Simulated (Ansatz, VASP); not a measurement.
P: VASP beside Ansatz

```
P
1.0
     3.19800    0.00000    0.00000
    -1.59900    2.76955    0.00000
     0.00000    0.00000   28.00000
P
2
Direct
  0.33333 0.66667 0.50954
  0.66667 0.33333 0.49046
```

Alike in both runs: task single point; functional PBE; dispersion D3(BJ); k mesh 9 × 9 × 1; occupations gaussian, width 0.02 eV; no spin polarisation.

|  | VASP | Ansatz |
| --- | --- | --- |
| version | VASP 6.6.1 | Ansatz 0.2.0 |
| potentials or method | VASP PAW PBE potentials, release 64 (P), cutoff 520 eV | scalar-relativistic, plane waves, PAW |
| valence electrons in the cell | 10 | 10 |

|  | VASP | Ansatz | Ansatz less VASP |
| --- | --- | --- | --- |
| gap on the k mesh at the Fermi level (eV) | none | none | - |
| rms of the force components (eV/Å) | 2.884 | 2.839 | -0.0452 |
| work function, face that differs most (eV) | 3.79 | 3.76 | -0.033 |

Atom by atom the forces differ by 0.045 eV/Å (rms over components). A gap of «none» marks a metal or a gap that the smearing closes.
